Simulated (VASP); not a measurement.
# ZrBrN in VASP: notebook

Runs on ZrBrN. Level: PBE. Tasks: single point.

All numbers are computed with VASP 6.6.1; they aren't measurements. Logs are shortened: lines on timing, memory, paths and dates and some standing lists are left out, and cuts for length are marked.

**1. The cell of the first run**

The cell holds an amorphous packing of atoms, 6 atoms: a = 5.066 Å, b = 5.863 Å, c = 4.561 Å, α = 87.59°, β = 85.80°, γ = 82.80°.

**2. Single point, PBE**

INCAR

```
SYSTEM = ZrBrN
PREC     = Accurate       ! precision mode
ENCUT    = 520            ! plane-wave cutoff, eV
EDIFF    = 1E-7           ! SCF threshold, eV
ISMEAR   = -1             ! smearing method
SIGMA    = 0.1            ! smearing width, eV
LREAL    = .FALSE.        ! projectors in reciprocal space
LASPH    = .TRUE.         ! aspherical terms in the spheres
NELM     = 80             ! most SCF steps
ALGO     = Normal         ! electronic algorithm
ISIF     = 2              ! what is computed and relaxed
LWAVE    = .FALSE.        ! write WAVECAR
LCHARG   = .FALSE.        ! write CHGCAR
GGA      = PE             ! functional
NBANDS   = 33             ! bands
```

KPOINTS

```
Automatic mesh
0
G
  3 3 3
  0 0 0
```

POSCAR

```
ZrBrN
1.0
    4.9922920000     -0.1195740000      0.8498000000
    0.6790880000      5.7006440000      1.1916060000
   -0.4413180000     -0.6880300000      4.4875750000
Br N Zr
2 2 2
Direct
    0.8431026542      0.0544329275      0.8905695752
    0.5975010069      0.4900334019      0.7878339420
    0.2121234753      0.2968707437      0.7945510685
    0.9548674759      0.1031641120      0.3843663101
    0.4726251357      0.9382252562      0.4259472689
    0.0571205469      0.5415031739      0.2925594621
```

Potentials or basis: VASP PAW PBE potentials, release 64 (Br, N, Zr_sv).

Launch:

```console
cat potpaw_PBE.64/Br/POTCAR potpaw_PBE.64/N/POTCAR potpaw_PBE.64/Zr_sv/POTCAR > POTCAR
mpirun -np 1 vasp_std > vasp.out
```

OUTCAR:

```text
SYSTEM = ZrBrN
   PREC = Accurate
   ENCUT = 520
   EDIFF = 1E-7
   ISMEAR = -1
   LREAL = .FALSE.
   LASPH = .TRUE.
   NELM = 80
   ISIF = 2
   GGA = PE

 ion  position               nearest neighbor table
   1  0.843  0.054  0.891-   2 2.73   5 3.08   5 3.08
   2  0.598  0.490  0.788-   1 2.73   5 3.07   6 3.16
   3  0.212  0.297  0.795-   6 2.75   6 2.76
   4  0.955  0.103  0.384-   6 2.69   5 2.70   5 2.73
   5  0.473  0.938  0.426-   4 2.70   4 2.73   2 3.07   1 3.08   1 3.08   6 3.43   6 3.56
   6  0.057  0.542  0.293-   4 2.69   3 2.75   3 2.76   2 3.16   5 3.43   5 3.56

  Warning from LATTYP: Got some problem with cell dimensions!
  Tried to take original basis but could not verify dimensions!
  LATTYP: Found a triclinic cell.
 ALAT       =     5.8633119809
 B/A-ratio  =     2.5825024954
 C/A-ratio  =     1.6528861206
 COS(alpha) =     0.0008707373
 COS(beta)  =     0.6902960532
 COS(gamma) =     0.7071746466

  Lattice vectors:

 A1 = (  -0.6790880000,  -5.7006440000,  -1.1916060000)
 A2 = (   2.7514800000, -12.8969220000,   7.4417380000)
 A3 = (  -5.2300620000,  -4.8930400000,  -6.5289810000)

Analysis of symmetry for initial positions (statically):
=====================================================================
 Subroutine PRICEL returns:
 Original cell was already a primitive cell.

 Routine SETGRP: Setting up the symmetry group for a
 triclinic supercell.

 Subroutine GETGRP returns: Found  1 space group operations
 (whereof  1 operations were pure point group operations)
 out of a pool of  2 trial point group operations.

The static configuration has the point symmetry C_1 .

Analysis of symmetry for dynamics (positions and initial velocities):
=====================================================================
 Subroutine PRICEL returns:
 Original cell was already a primitive cell.

 Routine SETGRP: Setting up the symmetry group for a
 triclinic supercell.

 Subroutine GETGRP returns: Found  1 space group operations
 (whereof  1 operations were pure point group operations)
 out of a pool of  2 trial point group operations.

The dynamic configuration has the point symmetry C_1 .

 Subroutine INISYM returns: Found  1 space group operations
 (whereof  1 operations are pure point group operations),
 and found     1 'primitive' translations

----------------------------------------------------------------------------------------

                                     Primitive cell

  volume of cell :     133.9743

  direct lattice vectors                    reciprocal lattice vectors
     4.992292000 -0.119574000  0.849800000     0.197067136 -0.026671802  0.015290725
     0.679088000  5.700644000  1.191606000    -0.000358954  0.170020069  0.026031987
    -0.441318000 -0.688030000  4.487575000    -0.037222759 -0.040095427  0.213029547

  length of vectors
     5.065514524  5.863311981  4.561411650     0.199450865  0.172001794  0.219942640

  position of ions in fractional coordinates (direct lattice)
     0.843102654  0.054432928  0.890569575
     0.597501007  0.490033402  0.787833942
     0.212123475  0.296870744  0.794551068
     0.954867476  0.103164112  0.384366310
     0.472625136  0.938225256  0.425947269
     0.057120547  0.541503174  0.292559462

  ion indices of the primitive-cell ions
   primitive index   ion index
                 1           1
                 2           2
                 3           3
                 4           4
                 5           5
                 6           6

----------------------------------------------------------------------------------------

 KPOINTS: Automatic mesh

Automatic generation of k-mesh.
 Grid dimensions read from file:
 generate k-points for:    3    3    3

 Generating k-lattice:

  Cartesian coordinates                     Fractional coordinates (reciprocal lattice)
     0.065689045 -0.008890601  0.005096908     0.333333333  0.000000000  0.000000000
    -0.000119651  0.056673356  0.008677329     0.000000000  0.333333333  0.000000000
    -0.012407586 -0.013365142  0.071009849    -0.000000000 -0.000000000  0.333333333

  Length of vectors
     0.066483622  0.057333931  0.073314213

  Shift w.r.t. Gamma in fractional coordinates (k-lattice)
     0.000000000  0.000000000  0.000000000

 Subroutine IBZKPT returns following result:
 ===========================================

 Found     14 irreducible k-points:

 Following reciprocal coordinates:
            Coordinates               Weight
  0.000000  0.000000  0.000000      1.000000
  0.333333  0.000000 -0.000000      2.000000
  0.000000  0.333333  0.000000      2.000000
  0.333333  0.333333 -0.000000      2.000000
 -0.333333  0.333333  0.000000      2.000000
  0.000000 -0.000000  0.333333      2.000000
  0.333333  0.000000  0.333333      2.000000
 -0.333333 -0.000000  0.333333      2.000000
  0.000000  0.333333  0.333333      2.000000
  0.333333  0.333333  0.333333      2.000000
 -0.333333  0.333333  0.333333      2.000000
  0.000000 -0.333333  0.333333      2.000000
  0.333333 -0.333333  0.333333      2.000000
 -0.333333 -0.333333  0.333333      2.000000
   k-points           NKPTS =     14   k-points in BZ     NKDIM =     14   number of bands    NBANDS=     33
   number of dos      NEDOS =    301   number of ions     NIONS =      6
   total plane-waves  NPLWV =  69120
   dimension x,y,z NGX =    40 NGY =   48 NGZ =   36
   dimension x,y,z NGXF=    80 NGYF=   96 NGZF=   72
   ions per type =               2   2   2
   NGX,Y,Z   is equivalent  to a cutoff of  13.13, 13.61, 13.12 a.u.
   NGXF,Y,Z  is equivalent  to a cutoff of  26.26, 27.22, 26.24 a.u.
 SYSTEM =  ZrBrN
   PREC   = accura    normal or accurate (medium, high low for compatibility)
   ISTART =      0    job   : 0-new  1-cont  2-samecut
   ICHARG =      2    charge: 1-file 2-atom 10-const
   ISPIN  =      1    spin polarized calculation?
   LNONCOLLINEAR =      F non collinear calculations
   LSORBIT =      F    spin-orbit coupling
   LASPH  =      T    aspherical Exc in radial PAW
   ENCUT  =  520.0 eV  38.22 Ry    6.18 a.u.   9.42 10.90  8.48*2*pi/ulx,y,z
   NELM   =     80;   NELMIN=  2; NELMDL= -5     # of ELM steps
   EDIFF  = 0.1E-06   stopping-criterion for ELM
   LREAL  =      F    real-space projection
   EDIFFG = 0.1E-05   stopping-criterion for IOM
   NSW    =      0    number of steps for IOM
   IBRION =     -1    ionic relax: 0-MD 1-quasi-New 2-CG
   NFREE  =      0    steps in history (QN), initial steepest desc. (CG)
   ISIF   =      2    stress and relaxation
   ISYM   =      2    0-nonsym 1-usesym 2-fastsym
   POTIM  = 0.5000    time-step for ionic-motion
   TEBEG  =    0.0;   TEEND  =   0.0 temperature during run
   PSTRESS=    0.0 pullay stress
   NELECT =      48.0000    total number of electrons
   NUPDOWN=      -1.0000    fix difference up-down
   EMIN   =  10.00;   EMAX   =-10.00  energy-range for DOS
   EFERMI =   0.00;   METHOD = LEGACY
   ISMEAR =    -1;   SIGMA  =   0.10  broadening in eV -4-tet -1-fermi 0-gaus
   EFERMI_NEDOS =   21; number of points for ismear=-14 and -15
   IALGO  =     38    algorithm
   IMIX   =      4    mixing-type and parameters
     AMIX     =   0.40;   BMIX     =  1.00
     AMIX_MAG =   1.60;   BMIX_MAG =  1.00
  volume/ion in A,a.u.               =      22.33       150.68
  Fermi-wavevector in a.u.,A,eV,Ry     =   1.162737  2.197254 18.394491  1.351957
  Thomas-Fermi vector in A             =   2.299295
   LORBIT       =      0    0 simple, 1 ext, 2 COOP (PROOUT), +10 PAW based schemes
   GGA     = PE    functional components
   LHFCALC =     F    Hartree Fock is set to
   AEXX    =    0.0000 exact exchange contribution
   IVDW    =     0    specifies the selected vdW correction
   LEPSILON=     F    determine dielectric tensor
   LRPA    =     F    only Hartree local field effects (RPA)
 non-spin polarized calculation
  energy-cutoff  :      520.00
  volume of cell :      133.97
 maximum number of plane-waves:      3624
 NGX is ok and might be reduce to    40
   NGX = 19   NGY = 21   NGZ = 17

 number of electron      48.0000001 magnetization

 Free energy of the ion-electron system (eV)
  ---------------------------------------------------
  ext. energy  EPLUGINS =         0.00000000
  ---------------------------------------------------
  free energy    TOTEN  =       -30.81144370 eV

  energy without entropy =      -30.54945953  energy(sigma->0) =      -30.68045161

 E-fermi :   5.0630     XC(G=0):  -9.6443

 val. band max:        5.0250296896   @ k =   0.0000   0.3333   0.0000
 cond. band min:       5.0700359104   @ k =   0.0000   0.3333   0.3333
 fundamental gap:      0.0450062207
 Fermi energy:         5.0630285298

 k-point     1 :       0.0000    0.0000    0.0000
  band No.  band energies     occupation
      1     -45.2971      2.00000
      2     -45.2737      2.00000
      3     -23.4100      2.00000
      4     -23.2979      2.00000
      5     -23.1977      2.00000
      6     -23.1827      2.00000
[... 25 lines left out ...]
     32       7.0879      0.00000
     33       7.4585      0.00000

 k-point     2 :       0.3333    0.0000   -0.0000
  band No.  band energies     occupation
      1     -45.2949      2.00000
      2     -45.2758      2.00000
      3     -23.4092      2.00000
      4     -23.2994      2.00000
      5     -23.2033      2.00000
      6     -23.1708      2.00000
[... 25 lines left out ...]
     32       7.1260      0.00000
     33       7.3020      0.00000
[... 394 lines left out ...]
     32       6.9121      0.00000
     33       7.0711      0.00000

 k-point    14 :      -0.3333   -0.3333    0.3333
  band No.  band energies     occupation
      1     -45.2945      2.00000
      2     -45.2758      2.00000
      3     -23.4168      2.00000
      4     -23.3076      2.00000
      5     -23.2150      2.00000
      6     -23.1751      2.00000
[... 25 lines left out ...]
     32       7.0676      0.00000
     33       7.3500      0.00000

------------------------ aborting loop because EDIFF is reached ----------------------------------------

  FORCE on cell =-STRESS in cart. coord.  units (eV):
  Direction    XX          YY          ZZ          XY          YZ          ZX
  --------------------------------------------------------------------------------------
  -------------------------------------------------------------------------------------
  Total      -11.0150190    -11.7016230    -11.3469443      1.0711605     -0.2366861      1.4866984
  in kB     -131.7268761   -139.9378658   -135.6963182     12.8098400     -2.8304915     17.7791920
  external PRESSURE =    -135.7870200 kB  Pullay stress =       0.0000000 kB

 VOLUME and BASIS-vectors are now :
 -----------------------------------------------------------------------------
  energy-cutoff  :      520.00
  volume of cell :      133.97
      direct lattice vectors                 reciprocal lattice vectors
     4.992292000 -0.119574000  0.849800000     0.197067136 -0.026671802  0.015290725
     0.679088000  5.700644000  1.191606000    -0.000358954  0.170020069  0.026031987
    -0.441318000 -0.688030000  4.487575000    -0.037222759 -0.040095427  0.213029547

 POSITION                                       TOTAL-FORCE (eV/Angst)
 -----------------------------------------------------------------------------------
      3.85295     -0.40325      4.77783        -0.250630     -2.888603      0.377312
      2.96799      2.18001      4.62715        -0.391073      3.177212     -0.335686
      0.90993      1.12031      4.09962         0.455001      1.277536     -0.457827
      4.66741      0.20947      2.65925         0.723980     -0.467003     -0.456679
      2.80864      4.99891      3.43110        -0.422272      1.262879      1.056371
      0.52378      2.87880      2.00668        -0.115005     -2.362020     -0.183491
 -----------------------------------------------------------------------------------
    total drift:                               -0.000216     -0.000099     -0.000082

  FREE ENERGIE OF THE ION-ELECTRON SYSTEM (eV)
  ---------------------------------------------------
  free  energy   TOTEN  =       -30.8114437006 eV

  energy  without entropy=      -30.5494595266  energy(sigma->0) =      -30.68045161
```

Run time: 82 s. Hardware: 1 thread of Intel Xeon 6975P-C (Granite Rapids), shared host; peak memory 0.27 GiB.

Results:

| Property | Result |
| --- | --- |
| Free energy | -30.8114 eV |
| Pressure | -13.6 GPa |
| Largest force | 3.219 eV/Å |
| Band gap on the k mesh | zero (band 24 reaches 5.13 eV, above the bottom of band 25 at 4.97 eV) |

Forces in eV/Å, atoms in the order of the input:
```
Br  -0.251 -2.889  0.377
Br  -0.391  3.177 -0.336
N    0.455  1.278 -0.458
N    0.724 -0.467 -0.457
Zr  -0.422  1.263  1.056
Zr  -0.115 -2.362 -0.183
```

Levels at points of the mesh, in eV from the Fermi level:
| k point | band 22 | band 23 | band 24 | band 25 | band 26 | band 27 |
| --- | --- | --- | --- | --- | --- | --- |
| (0.00, 0.00, 0.00) | -1.30 | -0.99 | -0.53 | 0.15 | 0.46 | 0.82 |

Caveat: the k points lie up to 0.46 Å⁻¹ apart.

**3. Single point, PBE**

INCAR

```
ALGO = Normal ; EDIFF = 1E-6
ENCUT = 520 ; GGA = PE
ISIF = 2 ; ISMEAR = -1
LASPH = T ; LCHARG = F
LREAL = F ; LWAVE = F
NBANDS = 33 ; NELM = 100
PREC = Accurate ; SIGMA = 0.1
```

KPOINTS

```
k-points
0
Gamma
  3 3 3
```

POSCAR

```
ZrBrN
1.0
    4.9922920000     -0.1195740000      0.8498000000
    0.6790880000      5.7006440000      1.1916060000
   -0.4413180000     -0.6880300000      4.4875750000
Br N Zr
2 2 2
Direct
    0.8429178621      0.0458643457      0.8941852050
    0.5948393919      0.4977700793      0.7834319586
    0.2148372708      0.3156611445      0.7813392698
    0.9657588027      0.1024236693      0.3839399922
    0.4696240031      0.9419024611      0.4273240889
    0.0605259694      0.5357830087      0.2939651779
```

Potentials or basis: VASP PAW PBE potentials, release 64 (Br, N, Zr_sv).

Launch:

```console
cat potpaw_PBE.64/Br/POTCAR potpaw_PBE.64/N/POTCAR potpaw_PBE.64/Zr_sv/POTCAR > POTCAR
mpirun -np 1 vasp_std > vasp.out
```

Wall time 78 s (1 thread of Intel Xeon 6975P-C (Granite Rapids), shared host); peak memory 0.27 GiB.

The run converged. Its results:

| Item | Value |
| --- | --- |
| Free energy | -31.4581 eV |
| Pressure | -14.0 GPa |
| Largest force | 2.704 eV/Å |
| Band gap on the k mesh | zero (band 24 reaches 5.09 eV, above the bottom of band 25 at 4.94 eV) |

Forces in eV/Å, atoms in the order of the input:
```
Br  -0.696 -2.519  0.426
Br  -0.251  2.676 -0.295
N    0.310  1.291 -0.784
N    1.195 -0.212 -0.316
Zr  -0.485  1.280  0.965
Zr  -0.074 -2.515  0.005
```

Stress tensor (GPa, compression positive):
```
-13.72   2.23   1.31
  2.23 -14.74   0.18
  1.31   0.18 -13.50
```

Levels at points of the mesh, in eV from the Fermi level:
```csv
k point,band 22,band 23,band 24,band 25,band 26,band 27
"(0.00, 0.00, 0.00)",-1.35,-0.98,-0.51,0.00,0.45,0.86
```

Caveat: the k points lie up to 0.46 Å⁻¹ apart.

**4. Single point, PBE**

INCAR

```
SYSTEM = ZrBrN
PREC     = Accurate       ! precision mode
ENCUT    = 520            ! plane-wave cutoff, eV
EDIFF    = 1E-6           ! SCF threshold, eV
ISMEAR   = -1             ! smearing method
SIGMA    = 0.1            ! smearing width, eV
LREAL    = .FALSE.        ! projectors in reciprocal space
LASPH    = .TRUE.         ! aspherical terms in the spheres
NELM     = 100            ! most SCF steps
ALGO     = Normal         ! electronic algorithm
ISIF     = 2              ! what is computed and relaxed
LWAVE    = .FALSE.        ! write WAVECAR
LCHARG   = .TRUE.         ! write CHGCAR
GGA      = PE             ! functional
LELF     = .TRUE.         ! ELF
LVHAR    = .TRUE.       
NBANDS   = 33             ! bands
```

KPOINTS

```
regular mesh
0
G
  3 3 3
  0 0 0
```

POSCAR

```
ZrBrN
1.0
    4.9922920000     -0.1195740000      0.8498000000
    0.6790880000      5.7006440000      1.1916060000
   -0.4413180000     -0.6880300000      4.4875750000
Br N Zr
2 2 2
Direct
    0.8419739991      0.0331726711      0.9000136469
    0.5909697662      0.5100467847      0.7775148234
    0.2180594972      0.3457406933      0.7537060338
    0.9918346901      0.0990132433      0.3770571201
    0.4656307122      0.9477642206      0.4302924160
    0.0642368720      0.5261897742      0.2963744593
```

Launch:

```console
cat potpaw_PBE.64/Br/POTCAR potpaw_PBE.64/N/POTCAR potpaw_PBE.64/Zr_sv/POTCAR > POTCAR
mpirun -np 1 vasp_std > vasp.out
```

It took 84 s on 1 thread of Intel Xeon 6975P-C (Granite Rapids), shared host; peak memory 0.26 GiB.

The run converged. Its results:

```
Free energy            : -32.5950 eV
Pressure               : -13.9 GPa
Largest force          : 2.759 eV/Å
Band gap on the k mesh : zero (band 24 reaches 5.11 eV, above the bottom of band 25 at 4.77 eV)
```

Forces on the atoms (eV/Å):
```
Br  -1.347 -1.992  0.378
Br   0.100  2.092 -0.181
N   -0.111  1.011 -1.458
N    2.148  0.177  0.128
Zr  -0.837  1.432  0.680
Zr   0.047 -2.721  0.452
```

Stress tensor (GPa, compression positive):
```
-14.00   3.76   0.80
  3.76 -15.36   1.13
  0.80   1.13 -12.41
```

Levels at points of the mesh, in eV from the Fermi level:
```tsv
k point	band 21	band 22	band 23	band 24	band 25	band 26	band 27	band 28
(0.00, 0.00, 0.00)	-1.76	-1.46	-0.96	-0.50	-0.27	0.45	0.84	1.00
```

Caveat: the k points lie up to 0.46 Å⁻¹ apart.
